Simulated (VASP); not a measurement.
TiO2: single point with PBE+U

The system is TiO2.

```xyz
6
Lattice="4.7796 0.0000 0.0000 0.0000 4.7796 0.0000 0.0000 0.0000 2.9562" Properties=species:S:1:pos:R:3 pbc="T T T"
Ti    2.3898    2.3898    0.0000
Ti    0.0000    0.0000    1.4781
O     3.3083    3.3083    1.4781
O     3.8610    0.9185    0.0000
O     0.9185    3.8610    0.0000
O     1.4713    1.4713    1.4781
```

This cell differs from its parent crystal: biaxial strain in the a-b plane: +3.0 %, then relaxed in part.

```json
{
  "Program": "VASP 6.6.1",
  "Task": "single point",
  "Functional": "PBE",
  "Potentials or basis": "VASP PAW PBE potentials, release 64 (Ti_sv, O)",
  "Cutoff": "520 eV",
  "k mesh": "6 × 6 × 10",
  "Occupations": "gaussian, width 0.02 eV",
  "Spin": "no spin polarisation",
  "Hubbard terms": "Ti d U = 4.0 eV"
}
```

```yaml
Pressure: -2.3 GPa
Largest_force: 0.224 eV/Å
Band_gap_on_the_k_mesh: 2.33 eV (least direct gap 2.35 eV)
```

Forces on the atoms (eV/Å):
```
Ti   0.000  0.000  0.000
Ti   0.000  0.000  0.000
O    0.158  0.158  0.000
O   -0.158  0.158  0.000
O    0.158 -0.158  0.000
O   -0.158 -0.158  0.000
```

Stress tensor (GPa, compression positive):
```
-5.61  0.00  0.00
 0.00 -5.61  0.00
 0.00  0.00  4.46
```

Levels at points of the mesh, in eV from the valence-band top:
```
           k point  band 20  band 21  band 22  band 23  band 24  band 25  band 26  band 27  band 28  band 29
(0.00, 0.00, 0.00)    -1.68    -0.60    -0.41    -0.41     0.00     2.35     2.54     3.02     3.02     3.05
(0.50, 0.00, 0.00)    -2.77    -1.30    -1.30    -0.65    -0.65     2.92     2.92     3.39     3.39     3.95
(0.50, 0.50, 0.00)    -1.84    -1.12    -1.12    -0.99    -0.99     2.33     2.33     3.03     3.03     4.15
(0.00, 0.00, 0.50)    -2.73    -1.81    -1.81    -1.37    -1.37     3.23     3.23     3.76     3.76     3.88
(0.50, 0.00, 0.50)    -2.30    -1.81    -1.81    -0.87    -0.87     2.42     2.42     3.78     3.78     4.07
(0.50, 0.50, 0.50)    -2.71    -0.96    -0.96    -0.71    -0.71     2.96     2.96     3.54     3.54     3.83
```

Eigenvalues of the final occupation matrices:
| site | spin | trace | eigenvalues |
| --- | --- | --- | --- |
| site 1 d | 1 | 0.77 | 0.08 0.09 0.10 0.22 0.27 |
| site 1 d | 2 | 0.77 | 0.08 0.09 0.10 0.22 0.27 |
| site 2 d | 1 | 0.77 | 0.08 0.09 0.10 0.22 0.27 |
| site 2 d | 2 | 0.77 | 0.08 0.09 0.10 0.22 0.27 |

Wall time 60 s on 1 thread of AMD EPYC 9R45 96-Core Processor (Zen 5), with other jobs on the host, peak memory 0.21 GiB.

Caveat: the cell differs from its parent crystal (biaxial strain in the a-b plane: +3.0 %, then relaxed in part); the stress differs along the axes, from -6 to 4 GPa. A k mesh can miss the band edges.
